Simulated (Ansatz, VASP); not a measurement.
**Two plane-wave programs on Li**

```xyz
4
Lattice="3.0406 0.0000 0.0000 -1.5203 2.6332 0.0000 0.0000 0.0000 9.8585" Properties=species:S:1:pos:R:3 pbc="T T T"
Li    0.0000    0.0000    0.0000
Li    0.0000    0.0000    4.9293
Li    0.0000    1.7555    2.4646
Li    1.5203    0.8777    7.3939
```

Alike in both runs: task relaxation of cell and atoms; functional PBE; k mesh 18 × 18 × 4; occupations gaussian, width 0.1 eV; no spin polarisation.

|  | VASP | Ansatz |
| --- | --- | --- |
| version | VASP 6.6.1 | Ansatz 0.2.0 |
| potentials or method | VASP PAW PBE potentials, release 64 (Li_sv), cutoff 600 eV | scalar-relativistic, plane waves, PAW |
| valence electrons in the cell | 12 | 12 |

Ansatz gave:

* gap on the k mesh at the Fermi level, each at its own relaxed structure (eV): none
* relaxed volume (Å³/atom): 20.22
* relaxed cell length with the largest relative difference (Å): 10.021

Q: Estimate VASP's values.

A: gap on the k mesh at the Fermi level, each at its own relaxed structure (eV): none; relaxed volume (Å³/atom): 20.12; relaxed cell length with the largest relative difference (Å): 9.988.

A gap of «none» marks a metal or a gap that the smearing closes.

Noted on VASP's run: the cutoff is short for stress, so the pressure is rough.
